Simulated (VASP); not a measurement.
# Si16O (a cell with a defect) in VASP: a series of runs, part 2 of 3

VASP 6.6.1. Earlier steps stand in the parts before.

**3. Single point, PBE, collinear spin, zero start**

Contents of INCAR:

```
PREC = Accurate ; ENCUT = 520
EDIFF = 1E-6 ; ISMEAR = 0
SIGMA = 0.02 ; LREAL = F
LASPH = T ; NELM = 200
ALGO = Normal ; ISIF = 2
LWAVE = F ; LCHARG = F
ISPIN = 2 ; MAGMOM = 0 0 0 0 0 0 0 0 0 0 0 0 0 0 0 0 0
LORBIT = 11 ; GGA = PE
NBANDS = 53 ; GGA_COMPAT = F
```

Contents of KPOINTS:

```
regular mesh
0
Gamma
  2 2 2
```

Contents of POSCAR:

```
Si16O
1.0
    0.0000000000      5.4300000000      5.4300000000
    5.4300000000      0.0000000000      5.4300000000
    5.4300000000      5.4300000000      0.0000000000
Si O
16 1
Direct
   -0.0059613260      0.0422296501     -0.0007340700
    0.1446723757      0.1229429098      0.1394847145
    0.0129313076      0.0003349908      0.5140858195
    0.1365337937      0.1393107735      0.6254715470
    0.0166449355      0.4987034991      0.0191495396
    0.1055652855      0.6717002762      0.1324617864
    0.0107770718      0.5148669429      0.5058199816
    0.1352463168      0.6259017495      0.6443796501
    0.5196089319     -0.0519028545      0.0243100368
    0.6369462247      0.0761392265      0.1498548803
    0.5124915285      0.0027195212      0.5148416206
    0.6388957643      0.1133208103      0.6513605893
    0.4764502762      0.5474801105      0.0003095764
    0.6449557090      0.5771172192      0.1585291897
    0.5094707182      0.4889482505      0.5317627993
    0.6372282689      0.6347140884      0.6345227440
    0.4669110497      0.3116723757      0.0613506446
```

Potentials or basis: VASP PAW PBE potentials, release 64 (Si, O).

Launch:

```sh
$ cat potpaw_PBE.64/Si/POTCAR potpaw_PBE.64/O/POTCAR > POTCAR
$ mpirun -np 1 vasp_std > vasp.out
```

OUTCAR:

```text
PREC = Accurate
   ENCUT = 520
   EDIFF = 1E-6
   ISMEAR = 0
   LREAL = F
   LASPH = T
   NELM = 200
   ISIF = 2
   ISPIN = 2
   LORBIT = 11
   GGA = PE

 ion  position               nearest neighbor table
   1  0.994  0.042  0.999-  10 2.31   6 2.32   2 2.35   4 2.35
   2  0.145  0.123  0.139-   1 2.35   3 2.35   5 2.36   9 2.38
   3  0.013  0.000  0.514-  12 2.35   4 2.35   8 2.35   2 2.35
   4  0.137  0.139  0.625-   3 2.35   1 2.35   7 2.36  11 2.36
   5  0.017  0.499  0.019-   8 2.35  14 2.35   2 2.36   6 2.38
   6  0.106  0.672  0.132-   1 2.32  13 2.33   7 2.35   5 2.38
   7  0.011  0.515  0.506-  16 2.34   8 2.35   6 2.35   4 2.36
   8  0.135  0.626  0.644-   7 2.35   3 2.35  15 2.35   5 2.35
   9  0.520  0.948  0.024-  10 2.33  14 2.33  12 2.36   2 2.38
  10  0.637  0.076  0.150-  17 1.65   1 2.31  11 2.32   9 2.33  13 2.96
  11  0.512  0.003  0.515-  16 2.31  10 2.32  12 2.34   4 2.36
  12  0.639  0.113  0.651-  11 2.34   3 2.35  15 2.36   9 2.36
  13  0.476  0.547  0.000-  17 1.66  16 2.31  14 2.31   6 2.33  10 2.96
  14  0.645  0.577  0.159-  13 2.31   9 2.33   5 2.35  15 2.35
  15  0.509  0.489  0.532-   8 2.35  14 2.35  12 2.36  16 2.37
  16  0.637  0.635  0.635-  11 2.31  13 2.31   7 2.34  15 2.37
  17  0.467  0.312  0.061-  10 1.65  13 1.66

  LATTYP: Found a face centered cubic cell.
[... 1037 lines left out ...]
  energy-cutoff  :      520.00
  volume of cell :      320.21
      direct lattice vectors                 reciprocal lattice vectors
     0.000000000  5.430000000  5.430000000    -0.092081031  0.092081031  0.092081031
     5.430000000  0.000000000  5.430000000     0.092081031 -0.092081031  0.092081031
     5.430000000  5.430000000  0.000000000     0.092081031  0.092081031 -0.092081031

 POSITION                                       TOTAL-FORCE (eV/Angst)
 -----------------------------------------------------------------------------------
      5.65532     10.82364      5.62694         0.024856     -0.023300     -0.005257
      1.42498      1.54297      1.45315         0.000111      0.010375      0.027200
      2.79330      2.86170      0.07204        -0.013165      0.009755      0.005364
      4.15277      4.13769      1.49784         0.001699     -0.002422      0.030758
      2.81194      0.19436      2.79834        -0.017239      0.011950      0.015945
      4.36660      1.29249      4.22055         0.005983      0.016217      0.031042
[... 9 lines left out ...]
      6.89196      6.90561      6.90665        -0.048834      0.018677     -0.023411
      2.02552      2.86846      4.22771         0.073472     -0.197708     -0.080491
 -----------------------------------------------------------------------------------
    total drift:                                0.000226      0.000923      0.000881

  FREE ENERGIE OF THE ION-ELECTRON SYSTEM (eV)
  ---------------------------------------------------
  free  energy   TOTEN  =       -92.6792251776 eV

  energy  without entropy=      -92.6792251776  energy(sigma->0) =      -92.67922518

 total charge

# of ion       s       p       d       tot
------------------------------------------
    1        0.744   0.976   0.000   1.720
    2        0.743   0.941   0.000   1.684
    3        0.738   0.961   0.000   1.699
    4        0.739   0.951   0.000   1.691
    5        0.743   0.940   0.000   1.683
    6        0.748   0.961   0.000   1.709
[... 9 lines left out ...]
   16        0.745   0.979   0.000   1.724
   17        1.576   3.609   0.000   5.185
--------------------------------------------------
tot         13.457  18.945   0.000  32.402

 magnetization (x)

# of ion       s       p       d       tot
------------------------------------------
    1       -0.000   0.000   0.000   0.000
    2        0.000   0.000   0.000   0.000
    3        0.000  -0.000   0.000  -0.000
    4       -0.000  -0.000   0.000  -0.000
    5       -0.000  -0.000   0.000  -0.000
    6       -0.000  -0.000   0.000  -0.000
[... 9 lines left out ...]
   16        0.000  -0.000   0.000  -0.000
   17       -0.000  -0.000   0.000  -0.000
--------------------------------------------------
tot         -0.000  -0.000   0.000  -0.000
```

OSZICAR:

```text
N       E                     dE             d eps       ncg     rms          rms(c)
DAV:   1     0.193092258990E+03    0.19309E+03   -0.27328E+04  1696   0.110E+03
DAV:   2    -0.757415728494E+02   -0.26883E+03   -0.25318E+03  2073   0.176E+02
DAV:   3    -0.955596556518E+02   -0.19818E+02   -0.19564E+02  2179   0.449E+01
DAV:   4    -0.959187937387E+02   -0.35914E+00   -0.35831E+00  2115   0.724E+00
DAV:   5    -0.959256049046E+02   -0.68112E-02   -0.68077E-02  2155   0.978E-01    0.170E+01
DAV:   6    -0.929607733288E+02    0.29648E+01   -0.78920E+00  2403   0.139E+01    0.101E+01
DAV:   7    -0.927662621801E+02    0.19451E+00   -0.30888E+00  1936   0.563E+00    0.430E+00
DAV:   8    -0.927006273496E+02    0.65635E-01   -0.80963E-01  2312   0.433E+00    0.141E+00
DAV:   9    -0.926693661744E+02    0.31261E-01   -0.26961E-01  2408   0.262E+00    0.342E-01
DAV:  10    -0.926803617069E+02   -0.10996E-01   -0.10275E-01  1944   0.104E+00    0.456E-01
DAV:  11    -0.926784210272E+02    0.19407E-02   -0.14072E-02  2480   0.622E-01    0.110E-01
DAV:  12    -0.926791421750E+02   -0.72115E-03   -0.37887E-03  1984   0.227E-01    0.539E-02
DAV:  13    -0.926792057871E+02   -0.63612E-04   -0.25411E-04  2112   0.547E-02    0.308E-02
DAV:  14    -0.926792242668E+02   -0.18480E-04   -0.53749E-05  2424   0.370E-02    0.193E-02
DAV:  15    -0.926792260567E+02   -0.17899E-05   -0.15779E-05  2000   0.153E-02    0.135E-02
DAV:  16    -0.926792251776E+02    0.87908E-06   -0.62712E-06  1968   0.954E-03
   1 F= -.92679225E+02 E0= -.92679225E+02  d E =-.798613E-15  mag=    -0.0000
```

stdout:

```text
POSCAR found type information on POSCAR SiO
 POSCAR found :  2 types and      17 ions
 scaLAPACK will be used
 -----------------------------------------------------------------------------
|                                                                             |
|                                                                             |
|     You have a (more or less) 'large supercell' and for larger cells it     |
|     might be more efficient to use real-space projection operators.         |
|     Therefore, try LREAL= Auto in the INCAR file.                           |
|     Mind: For very accurate calculation, you might also keep the            |
|     reciprocal projection scheme (i.e. LREAL=.FALSE.).                      |
|                                                                             |
 -----------------------------------------------------------------------------

 LDA part: xc-table for (Slater+PW92), standard interpolation
 POSCAR, INCAR and KPOINTS ok, starting setup
 FFT: planning ... GRIDC
 FFT: planning ... GRID_SOFT
 FFT: planning ... GRID
 WAVECAR not read
 entering main loop
```

Wall time 11 min (1 thread of Oxide Virtual Turin-like, shared host); peak memory 0.7 GiB.

What came out:

```yaml
Free_energy: -92.6792 eV
Pressure: 4.7 GPa
Largest_force: 0.226 eV/Å
Band_gap_on_the_k_mesh: 0.49 eV
Net_moment: 0.00 μB per cell
Valence_electrons_inside_the_program's_atomic_spheres: Si 1.72, 1.68, 1.70, 1.69, 1.71 (each value once); O 5.18
```

Forces in eV/Å, atoms in the order of the input:
```
Si   0.025 -0.023 -0.005
Si   0.000  0.010  0.027
Si  -0.013  0.010  0.005
Si   0.002 -0.002  0.031
Si  -0.017  0.012  0.016
Si   0.006  0.016  0.031
Si   0.000  0.012  0.014
Si  -0.007  0.012  0.006
Si  -0.025  0.027 -0.042
Si  -0.041  0.141 -0.058
Si   0.012 -0.047  0.074
Si  -0.008  0.000 -0.004
Si   0.086 -0.054  0.040
Si  -0.037  0.028 -0.040
Si  -0.006  0.037  0.008
Si  -0.049  0.019 -0.023
O    0.073 -0.198 -0.080
```

Stress tensor (GPa, compression positive):
```
 4.81 -1.35  1.22
-1.35  4.60 -1.61
 1.22 -1.61  4.61
```

Caveat: the k points lie up to 0.50 Å⁻¹ apart.

**4. Single point, PBE, collinear spin, zero start**

Contents of INCAR:

```
SYSTEM = Si16O
PREC = Accurate
ENCUT = 520
EDIFF = 1E-6
ISMEAR = 0
SIGMA = 0.02
LREAL = .False.
LASPH = .True.
NELM = 200
ALGO = Normal
ISIF = 2
LWAVE = .False.
LCHARG = .False.
ISPIN = 2
MAGMOM = 0 0 0 0 0 0 0 0 0 0 0 0 0 0 0 0 0
LORBIT = 11
GGA = PE
NBANDS = 53
GGA_COMPAT = .False.
```

Contents of KPOINTS:

```
regular mesh
0
Gamma
  2 2 2
  0 0 0
```

Contents of POSCAR:

```
Si16O
1.0
    0.0000000000      5.4300000000      5.4300000000
    5.4300000000      0.0000000000      5.4300000000
    5.4300000000      5.4300000000      0.0000000000
Si O
16 1
Direct
    0.0046544199     -0.0067925414      0.0019087477
    0.1068369245      0.1402652855      0.1286332413
   -0.0044120626      0.0001402394      0.5028488950
    0.1351786372      0.1091267035      0.6282679558
   -0.0135283610      0.5158104972     -0.0008173112
    0.1235681400      0.6237230203      0.1274856354
    0.0145681400      0.4846333333      0.5034556169
    0.1259028545      0.6256879374      0.6251568140
    0.4803411602      0.0527665746     -0.0048892265
    0.6387532228      0.0779869245      0.1675154696
    0.5084554328     -0.0514436464      0.5383467772
    0.6207380295      0.1261389503      0.6237174033
    0.4883229282      0.5475546041      0.0089304788
    0.6133903315      0.6810662063      0.1215813076
    0.5006652855      0.5019575506      0.4963608656
    0.6409344383      0.5772202578      0.6520861878
    0.5713015654      0.3125599448      0.1850155617
```

Potentials or basis: VASP PAW PBE potentials, release 64 (Si, O).

Launch:

```sh
$ cat potpaw_PBE.64/Si/POTCAR potpaw_PBE.64/O/POTCAR > POTCAR
$ mpirun -np 1 vasp_std > vasp.out
```

OUTCAR:

```text
SYSTEM = Si16O
   PREC = Accurate
   ENCUT = 520
   EDIFF = 1E-6
   ISMEAR = 0
   LREAL = .False.
   LASPH = .True.
   NELM = 200
   ISIF = 2
   ISPIN = 2
   LORBIT = 11
   GGA = PE

 ion  position               nearest neighbor table
   1  0.005  0.993  0.002-  10 2.32   6 2.32   4 2.34   2 2.36
   2  0.107  0.140  0.129-   3 2.35   5 2.35   9 2.36   1 2.36
   3  0.996  0.000  0.503-   4 2.35   8 2.35   2 2.35  12 2.35
   4  0.135  0.109  0.628-   1 2.34   3 2.35   7 2.35  11 2.36
   5  0.986  0.516  0.999-   6 2.34   8 2.35   2 2.35  14 2.36
   6  0.124  0.624  0.127-  13 2.32   1 2.32   5 2.34   7 2.36
   7  0.015  0.485  0.503-   8 2.35  16 2.35   4 2.35   6 2.36
   8  0.126  0.626  0.625-   5 2.35   3 2.35   7 2.35  15 2.35
   9  0.480  0.053  0.995-  10 2.32  14 2.33  12 2.35   2 2.36
  10  0.639  0.078  0.168-  17 1.66   1 2.32   9 2.32  11 2.33  13 2.94
  11  0.508  0.949  0.538-  10 2.33  16 2.33   4 2.36  12 2.38
  12  0.621  0.126  0.624-   3 2.35   9 2.35  15 2.36  11 2.38
  13  0.488  0.548  0.009-  17 1.66   6 2.32  16 2.32  14 2.33  10 2.94
  14  0.613  0.681  0.122-  13 2.33   9 2.33   5 2.36  15 2.38
  15  0.501  0.502  0.496-   8 2.35  16 2.35  12 2.36  14 2.38
  16  0.641  0.577  0.652-  13 2.32  11 2.33  15 2.35   7 2.35
  17  0.571  0.313  0.185-  13 1.66  10 1.66

  LATTYP: Found a face centered cubic cell.
 ALAT       =    10.8600000000

  Lattice vectors:

 A1 = (   0.0000000000,   5.4300000000,   5.4300000000)
 A2 = (   5.4300000000,   0.0000000000,   5.4300000000)
 A3 = (   5.4300000000,   5.4300000000,   0.0000000000)

Analysis of symmetry for initial positions (statically):
=====================================================================
 Subroutine PRICEL returns:
 Original cell was already a primitive cell.

 Routine SETGRP: Setting up the symmetry group for a
 face centered cubic supercell.

 Subroutine GETGRP returns: Found  1 space group operations
 (whereof  1 operations were pure point group operations)
 out of a pool of 48 trial point group operations.

The static configuration has the point symmetry C_1 .

Analysis of symmetry for dynamics (positions and initial velocities):
=====================================================================
 Subroutine PRICEL returns:
 Original cell was already a primitive cell.

 Routine SETGRP: Setting up the symmetry group for a
 face centered cubic supercell.

 Subroutine GETGRP returns: Found  1 space group operations
 (whereof  1 operations were pure point group operations)
 out of a pool of 48 trial point group operations.

The dynamic configuration has the point symmetry C_1 .

Analysis of structural, dynamic, and magnetic symmetry:
=====================================================================
 Subroutine PRICEL returns:
 Original cell was already a primitive cell.

 Routine SETGRP: Setting up the symmetry group for a
 face centered cubic supercell.

 Subroutine GETGRP returns: Found  1 space group operations
 (whereof  1 operations were pure point group operations)
 out of a pool of 48 trial point group operations.

The overall configuration has the point symmetry C_1 .

 Subroutine INISYM returns: Found  1 space group operations
 (whereof  1 operations are pure point group operations),
 and found     1 'primitive' translations

----------------------------------------------------------------------------------------

                                     Primitive cell

[... 120 lines left out ...]
   IALGO  =     38    algorithm
   IMIX   =      4    mixing-type and parameters
     AMIX     =   0.40;   BMIX     =  1.00
     AMIX_MAG =   1.60;   BMIX_MAG =  1.00
  volume/ion in A,a.u.               =      18.84       127.11
  Fermi-wavevector in a.u.,A,eV,Ry     =   0.986199  1.863645 13.232857  0.972588
  Thomas-Fermi vector in A             =   2.117562
   LORBIT       =     11    0 simple, 1 ext, 2 COOP (PROOUT), +10 PAW based schemes
   GGA     = PE    functional components
   LHFCALC =     F    Hartree Fock is set to
   AEXX    =    0.0000 exact exchange contribution
   IVDW    =     0    specifies the selected vdW correction
   LEPSILON=     F    determine dielectric tensor
   LRPA    =     F    only Hartree local field effects (RPA)
 spin polarized calculation
 Gauss-broadening in eV      SIGMA  =   0.02
  energy-cutoff  :      520.00
  volume of cell :      320.21
 maximum number of plane-waves:      8646
 NGX is ok and might be reduce to    60
   NGX = 29   NGY = 29   NGZ = 29

 number of electron      70.0000001 magnetization      -0.0000000

 number of electron      70.0000001 magnetization       0.0000000

 Free energy of the ion-electron system (eV)
  ---------------------------------------------------
  ext. energy  EPLUGINS =         0.00000000
  ---------------------------------------------------
  free energy    TOTEN  =       -92.68829810 eV

  energy without entropy =      -92.68829810  energy(sigma->0) =      -92.68829810

 E-fermi :   6.0041     XC(G=0):  -9.5323

 val. band max:        5.8819580124   @ k =   0.0000   0.0000   0.0000
 cond. band min:       6.3721868399   @ k =   0.0000   0.0000   0.0000
 fundamental gap:      0.4902288275
 Fermi energy:         6.0040709629

 spin component 1

 k-point     1 :       0.0000    0.0000    0.0000
  band No.  band energies     occupation
      1     -14.4423      1.00000
      2      -5.8120      1.00000
      3      -4.3863      1.00000
      4      -3.6888      1.00000
      5      -3.6670      1.00000
      6      -3.3249      1.00000
[... 389 lines left out ...]
     46      10.1848      0.00000
     47      10.4777      0.00000
 Fermi energy:         6.0040709629

 spin component 2

 k-point     1 :       0.0000    0.0000    0.0000
  band No.  band energies     occupation
      1     -14.4423      1.00000
      2      -5.8120      1.00000
      3      -4.3863      1.00000
      4      -3.6888      1.00000
      5      -3.6670      1.00000
      6      -3.3249      1.00000
[... 389 lines left out ...]
     46      10.1848      0.00000
     47      10.4777      0.00000
 [bands above 47 left out]

------------------------ aborting loop because EDIFF is reached ----------------------------------------

  FORCE on cell =-STRESS in cart. coord.  units (eV):
  Direction    XX          YY          ZZ          XY          YZ          ZX
  --------------------------------------------------------------------------------------
  -------------------------------------------------------------------------------------
  Total        8.5024122      8.4511312      9.0911997     -2.9901149     -2.4258326      2.2020922
  in kB       42.5425242     42.2859355     45.4885712    -14.9612876    -12.1378545     11.0183507
  external PRESSURE =      43.4390103 kB  Pullay stress =       0.0000000 kB

 VOLUME and BASIS-vectors are now :
 -----------------------------------------------------------------------------
  energy-cutoff  :      520.00
  volume of cell :      320.21
      direct lattice vectors                 reciprocal lattice vectors
     0.000000000  5.430000000  5.430000000    -0.092081031  0.092081031  0.092081031
     5.430000000  0.000000000  5.430000000     0.092081031 -0.092081031  0.092081031
     5.430000000  5.430000000  0.000000000     0.092081031  0.092081031 -0.092081031

 POSITION                                       TOTAL-FORCE (eV/Angst)
 -----------------------------------------------------------------------------------
      5.40348      0.03564      5.41839         0.008638     -0.010369     -0.004371
      1.46012      1.27860      1.34177        -0.011448      0.001277      0.005394
      2.73123      8.13651      5.40680         0.001203     -0.006330      0.005975
      4.00405      4.14551      1.32658        -0.000362      0.013333     -0.000557
      8.22641     10.78210      8.15739         0.007698      0.009574     -0.003402
      4.07906      1.36322      4.05779         0.008577     -0.004361      0.017876
[... 9 lines left out ...]
      6.67513      7.02110      6.61458         0.016782      0.001916      0.008742
      2.70184      4.10680      4.79937         0.023987      0.043642     -0.011667
 -----------------------------------------------------------------------------------
    total drift:                                0.000088      0.000058     -0.000017

  FREE ENERGIE OF THE ION-ELECTRON SYSTEM (eV)
  ---------------------------------------------------
  free  energy   TOTEN  =       -92.6882980965 eV

  energy  without entropy=      -92.6882980965  energy(sigma->0) =      -92.68829810

 total charge

# of ion       s       p       d       tot
------------------------------------------
    1        0.744   0.977   0.000   1.721
    2        0.741   0.947   0.000   1.688
    3        0.738   0.961   0.000   1.699
    4        0.739   0.955   0.000   1.694
    5        0.740   0.953   0.000   1.692
    6        0.744   0.978   0.000   1.722
[... 9 lines left out ...]
   16        0.745   0.971   0.000   1.716
   17        1.576   3.599   0.000   5.175
--------------------------------------------------
tot         13.462  18.892   0.000  32.354

 magnetization (x)

# of ion       s       p       d       tot
------------------------------------------
    1       -0.000  -0.000   0.000  -0.000
    2       -0.000  -0.000   0.000  -0.000
    3        0.000   0.000   0.000   0.000
    4       -0.000  -0.000   0.000  -0.000
    5       -0.000  -0.000   0.000  -0.000
    6       -0.000   0.000   0.000   0.000
[... 9 lines left out ...]
   16       -0.000  -0.000   0.000  -0.000
   17        0.000  -0.000   0.000  -0.000
--------------------------------------------------
tot          0.000  -0.000   0.000  -0.000
```

It took 10 min on 1 thread of Oxide Virtual Turin-like, shared host; peak memory 0.7 GiB.

What came out:

```yaml
Free_energy: -92.6883 eV
Pressure: 4.3 GPa
Largest_force: 0.069 eV/Å
Band_gap_on_the_k_mesh: 0.49 eV
Net_moment: 0.00 μB per cell
Valence_electrons_inside_the_program's_atomic_spheres: Si 1.72, 1.69, 1.70, 1.71, 1.68 (each value once); O 5.17
```

Forces in eV/Å, atoms in the order of the input:
```
Si   0.009 -0.010 -0.004
Si  -0.011  0.001  0.005
Si   0.001 -0.006  0.006
Si   0.000  0.013 -0.001
Si   0.008  0.010 -0.003
Si   0.009 -0.004  0.018
Si  -0.016  0.009  0.002
Si   0.005 -0.003  0.001
Si   0.006  0.004 -0.001
Si  -0.051  0.013 -0.045
Si   0.005 -0.008 -0.005
Si   0.002  0.000  0.000
Si   0.015 -0.057  0.029
Si  -0.011 -0.007  0.004
Si  -0.012  0.001 -0.002
Si   0.017  0.002  0.009
O    0.024  0.044 -0.012
```

Caveat: the k points lie up to 0.50 Å⁻¹ apart.

(Continued in part 3 of 3.)
